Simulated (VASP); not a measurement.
# Ti (Fm-3m) in VASP: notebook, part 2 of 2

VASP 6.6.1. Earlier steps stand in the parts before.

### 3 Single point, r2SCAN

This run uses another cell than the first one, of 16.53 Å³/atom, 0.896 times its volume.

POSCAR reads:

```
Ti
1.0
    0.0000000000      2.0217017781      2.0217017781
    2.0217017781      0.0000000000      2.0217017781
    2.0217017781      2.0217017781      0.0000000000
Ti
1
Direct
    0.0000000000      0.0000000000      0.0000000000
```

INCAR.step1 reads:

```
ALGO     = Normal         # electronic algorithm
EDIFF    = 1E-4           # SCF threshold, eV
ENCUT    = 520            # plane-wave cutoff, eV
GGA      = PE             # functional
ISMEAR   = -1             # smearing method
LASPH    = T              # aspherical terms in the spheres
LCHARG   = F              # write CHGCAR
LREAL    = F              # projectors in reciprocal space
LWAVE    = T              # write WAVECAR
NBANDS   = 12             # bands
NELM     = 100            # most SCF steps
PREC     = Accurate       # precision mode
SIGMA    = 0.1            # smearing width, eV
```

INCAR.step2 reads:

```
ALGO     = Normal         # electronic algorithm
EDIFF    = 1E-7           # SCF threshold, eV
ENCUT    = 520            # plane-wave cutoff, eV
ISIF     = 2              # what is computed and relaxed
ISMEAR   = -1             # smearing method
ISTART   = 1            
LASPH    = T              # aspherical terms in the spheres
LCHARG   = T              # write CHGCAR
LELF     = T              # ELF
LMIXTAU  = T            
LREAL    = F              # projectors in reciprocal space
LVHAR    = T            
LWAVE    = F              # write WAVECAR
METAGGA  = R2SCAN         # meta-GGA
NBANDS   = 12             # bands
NELM     = 100            # most SCF steps
PREC     = Accurate       # precision mode
SIGMA    = 0.1            # smearing width, eV
```

KPOINTS reads:

```
k-points
0
Gamma
  14 14 14
```

Potentials or basis: VASP PAW PBE potentials, release 64 (Ti_sv).

Command:

```bash
> cat potpaw_PBE.64/Ti_sv/POTCAR > POTCAR
> cp INCAR.step1 INCAR
> mpirun -np 1 vasp_std > vasp.out
> cp INCAR.step2 INCAR
> mpirun -np 1 vasp_std > vasp.out
```

OUTCAR:

```text
EDIFF = 1E-7
   ENCUT = 520
   ISIF = 2
   ISMEAR = -1
   ISTART = 1
   LASPH = T
   LREAL = F
   METAGGA = R2SCAN
   NELM = 100
   PREC = Accurate

 ion  position               nearest neighbor table
   1  0.000  0.000  0.000-

  LATTYP: Found a face centered cubic cell.
 ALAT       =     4.0434035562

  Lattice vectors:

 A1 = (   0.0000000000,   2.0217017781,   2.0217017781)
 A2 = (   2.0217017781,   0.0000000000,   2.0217017781)
 A3 = (   2.0217017781,   2.0217017781,   0.0000000000)

Analysis of symmetry for initial positions (statically):
=====================================================================
 Subroutine PRICEL returns:
 Original cell was already a primitive cell.

 Routine SETGRP: Setting up the symmetry group for a
 face centered cubic supercell.

 Subroutine GETGRP returns: Found 48 space group operations
 (whereof 48 operations were pure point group operations)
 out of a pool of 48 trial point group operations.

The static configuration has the point symmetry O_h .

Analysis of symmetry for dynamics (positions and initial velocities):
=====================================================================
 Subroutine PRICEL returns:
 Original cell was already a primitive cell.

 Routine SETGRP: Setting up the symmetry group for a
 face centered cubic supercell.

 Subroutine GETGRP returns: Found 48 space group operations
 (whereof 48 operations were pure point group operations)
 out of a pool of 48 trial point group operations.

The dynamic configuration has the point symmetry O_h .

 Subroutine INISYM returns: Found 48 space group operations
 (whereof 48 operations are pure point group operations),
 and found     1 'primitive' translations

----------------------------------------------------------------------------------------
[... 109 lines left out ...]
   IMIX   =      4    mixing-type and parameters
     AMIX     =   0.40;   BMIX     =  1.00
     AMIX_MAG =   1.60;   BMIX_MAG =  1.00
  volume/ion in A,a.u.               =      16.53       111.53
  Fermi-wavevector in a.u.,A,eV,Ry     =   1.471436  2.780612 29.458314  2.165125
  Thomas-Fermi vector in A             =   2.586572
   LORBIT       =      0    0 simple, 1 ext, 2 COOP (PROOUT), +10 PAW based schemes
   METAGGA = R2SCAN    functional components
   LHFCALC =     F    Hartree Fock is set to
   AEXX    =    0.0000 exact exchange contribution
   IVDW    =     0    specifies the selected vdW correction
   LEPSILON=     F    determine dielectric tensor
   LRPA    =     F    only Hartree local field effects (RPA)
 non-spin polarized calculation
  energy-cutoff  :      520.00
  volume of cell :       16.53
 maximum number of plane-waves:       459
 NGX is ok and might be reduce to    24
   NGX = 11   NGY = 11   NGZ = 11

 number of electron      12.0000001 magnetization

 Free energy of the ion-electron system (eV)
  ---------------------------------------------------
  ext. energy  EPLUGINS =         0.00000000
  ---------------------------------------------------
  free energy    TOTEN  =       -12.88645348 eV

  energy without entropy =      -12.83727889  energy(sigma->0) =      -12.86186618

 E-fermi :   8.7815     XC(G=0): -12.6683

 val. band max:        8.7804635635   @ k =  -0.2857   0.5000   0.2143
 cond. band min:       8.7940241781   @ k =   0.3571   0.0000   0.0000
 fundamental gap:      0.0135606146
 Fermi energy:         8.7814869654

 k-point     1 :       0.0000    0.0000    0.0000
  band No.  band energies     occupation
      1     -50.1692      2.00000
      2     -24.9114      2.00000
      3     -24.9114      2.00000
      4     -24.9114      2.00000
      5       2.1986      2.00000
      6       9.8163      0.00006
      7       9.8163      0.00006
      8       9.8163      0.00006
      9      11.7367      0.00000
     10      11.7367      0.00000
     11      24.8270      0.00000
     12      29.9764      0.00000
[... 331 lines left out ...]
 k-point    24 :       0.2857    0.1429    0.0000
  band No.  band energies     occupation
      1     -50.0763      2.00000
      2     -25.3230      2.00000
      3     -25.0178      2.00000
      4     -25.0101      2.00000
      5       4.4897      2.00000
      6       8.4977      1.88939
      7      10.0043      0.00001
      8      10.5359      0.00000
      9      11.3844      0.00000
     10      12.2545      0.00000
     11      23.4552      0.00000
     12      25.8717      0.00000

 [... further k-points ...]
[... 5 lines left out ...]
  --------------------------------------------------------------------------------------
  -------------------------------------------------------------------------------------
  Total        0.6842973      0.6842973      0.6842973      0.0000000      0.0000000      0.0000000
  in kB       66.3397935     66.3397935     66.3397935      0.0000000      0.0000000      0.0000000
  external PRESSURE =      66.3397935 kB  Pullay stress =       0.0000000 kB

 VOLUME and BASIS-vectors are now :
 -----------------------------------------------------------------------------
  energy-cutoff  :      520.00
  volume of cell :       16.53
      direct lattice vectors                 reciprocal lattice vectors
     0.000000000  2.021701778  2.021701778    -0.247316397  0.247316397  0.247316397
     2.021701778  0.000000000  2.021701778     0.247316397 -0.247316397  0.247316397
     2.021701778  2.021701778  0.000000000     0.247316397  0.247316397 -0.247316397

 POSITION                                       TOTAL-FORCE (eV/Angst)
 -----------------------------------------------------------------------------------
      0.00000      0.00000      0.00000         0.000000      0.000000      0.000000
 -----------------------------------------------------------------------------------
    total drift:                               -0.000000      0.000000      0.000000

  FREE ENERGIE OF THE ION-ELECTRON SYSTEM (eV)
  ---------------------------------------------------
  free  energy   TOTEN  =       -12.8864534775 eV

  energy  without entropy=      -12.8372788900  energy(sigma->0) =      -12.86186618
```

OUTCAR.step1:

```text
EDIFF = 1E-4
   ENCUT = 520
   GGA = PE
   ISMEAR = -1
   LASPH = T
   LREAL = F
[... 574 lines left out ...]

 POSITION                                       TOTAL-FORCE (eV/Angst)
 -----------------------------------------------------------------------------------
      0.00000      0.00000      0.00000         0.000000     -0.000000      0.000000
 -----------------------------------------------------------------------------------
    total drift:                                0.000000      0.000000     -0.000000

  FREE ENERGIE OF THE ION-ELECTRON SYSTEM (eV)
  ---------------------------------------------------
  free  energy   TOTEN  =        -7.7907915946 eV

  energy  without entropy=       -7.7366606313  energy(sigma->0) =       -7.76372611
```

OSZICAR.step1:

```text
N       E                     dE             d eps       ncg     rms          rms(c)
DAV:   1     0.876218312018E+02    0.87622E+02   -0.65880E+03  2500   0.123E+03
DAV:   2    -0.443303330355E+01   -0.92055E+02   -0.89355E+02  2560   0.302E+02
DAV:   3    -0.862972576829E+01   -0.41967E+01   -0.41574E+01  3440   0.649E+01
DAV:   4    -0.871928850761E+01   -0.89563E-01   -0.89493E-01  2856   0.817E+00
DAV:   5    -0.872149535377E+01   -0.22068E-02   -0.22068E-02  2964   0.110E+00    0.872E+00
DAV:   6    -0.778959720180E+01    0.93190E+00   -0.19018E+00  2712   0.208E+01    0.237E+00
DAV:   7    -0.777883052054E+01    0.10767E-01   -0.10798E-01  3044   0.389E+00    0.133E+00
DAV:   8    -0.779048225939E+01   -0.11652E-01   -0.40902E-02  2596   0.250E+00    0.162E-01
DAV:   9    -0.779072498129E+01   -0.24272E-03   -0.43745E-03  3132   0.743E-01    0.928E-02
DAV:  10    -0.779079159458E+01   -0.66613E-04   -0.26255E-04  2648   0.185E-01
   1 F= -.77907916E+01 E0= -.77637261E+01  d E =-.541310E-01
```

Wall time 1.9 min (1 thread of Intel Xeon Platinum 8259CL at 2.50GHz (Skylake/Cascade Lake), shared host); peak memory 0.15 GiB.

What came out:

```yaml
Free_energy: -12.8865 eV
Pressure: 6.6 GPa
Band_gap_on_the_k_mesh: zero (band 6 reaches 9.82 eV, above the bottom of band 7 at 8.38 eV)
```

Caveat: the PAW data sets were made with another functional, which shifts forces and pressure a little.

### 4 Single point, r2SCAN

This run uses another cell than the first one, of 17.05 Å³/atom, 0.925 times its volume.

POSCAR reads:

```
Ti
1.0
    0.0000000000      2.0427626874      2.0427626874
    2.0427626874      0.0000000000      2.0427626874
    2.0427626874      2.0427626874      0.0000000000
Ti
1
Direct
    0.0000000000      0.0000000000      0.0000000000
```

INCAR.step1 reads:

```
SYSTEM = Ti
ALGO = Normal
EDIFF = 1E-4
ENCUT = 520
GGA = PE
ISMEAR = -1
LASPH = .TRUE.
LCHARG = .FALSE.
LREAL = .FALSE.
LWAVE = .TRUE.
NBANDS = 12
NELM = 60
PREC = Accurate
SIGMA = 0.1
```

INCAR.step2 reads:

```
SYSTEM = Ti
ALGO = Normal
EDIFF = 1E-7
ENCUT = 520
ISIF = 2
ISMEAR = -1
ISTART = 1
LASPH = .TRUE.
LCHARG = .FALSE.
LMIXTAU = .TRUE.
LREAL = .FALSE.
LWAVE = .FALSE.
METAGGA = R2SCAN
NBANDS = 12
NELM = 60
PREC = Accurate
SIGMA = 0.1
```

KPOINTS reads:

```
k-points
0
G
  14 14 14
  0 0 0
```

Command:

```bash
> cat potpaw_PBE.64/Ti_sv/POTCAR > POTCAR
> cp INCAR.step1 INCAR
> mpirun -np 1 vasp_std > vasp.out
> cp INCAR.step2 INCAR
> mpirun -np 1 vasp_std > vasp.out
```

Run time: 1.7 min. Hardware: 1 thread of Intel Xeon Platinum 8259CL at 2.50GHz (Skylake/Cascade Lake), shared host; peak memory 0.15 GiB.

It converged, with:

```
Free energy            : -12.9019 eV
Pressure               : 2.7 GPa
Band gap on the k mesh : zero (band 6 reaches 9.45 eV, above the bottom of band 7 at 8.06 eV)
```

Levels at points of the mesh, in eV from the Fermi level:
| k point | band 2 | band 3 | band 4 | band 5 | band 6 | band 7 | band 8 | band 9 | band 10 | band 11 |
| --- | --- | --- | --- | --- | --- | --- | --- | --- | --- | --- |
| (0.00, 0.00, 0.00) | -33.79 | -33.79 | -33.79 | -6.52 | 1.01 | 1.01 | 1.01 | 2.86 | 2.86 | 15.88 |
| (0.50, 0.00, 0.00) | -34.53 | -33.88 | -33.88 | -2.75 | 0.49 | 0.94 | 0.94 | 3.92 | 3.92 | 8.79 |
| (0.50, 0.50, 0.00) | -34.48 | -34.05 | -34.05 | -2.72 | -1.83 | 2.89 | 3.98 | 4.16 | 4.16 | 11.24 |

Caveat: the PAW data sets were made with another functional, which shifts forces and pressure a little.

### 5 Overview

| level | cell | k mesh | smearing | gap on the mesh (eV) | pressure (GPa) |
| --- | --- | --- | --- | --- | --- |
| PBE | a = 2.965 Å, angles 60.0°, 1 atom | 46 × 46 × 46 | fermi-dirac 0.0612256 eV | none | -5.8 |
| r2SCAN | a = 2.859 Å, angles 60.0°, 1 atom | 14 × 14 × 14 | fermi-dirac 0.1 eV | none | 6.6 |
| r2SCAN | a = 2.889 Å, angles 60.0°, 1 atom | 14 × 14 × 14 | fermi-dirac 0.1 eV | none | 2.7 |

Alike in all rows: task single point; potentials or basis VASP PAW PBE potentials, release 64 (Ti_sv); no spin polarisation; cutoff (eV) 520.

Caveats: the PAW data sets were made with another functional, which shifts forces and pressure a little (some runs).

Absolute energies hang on the potentials; compare differences alone.
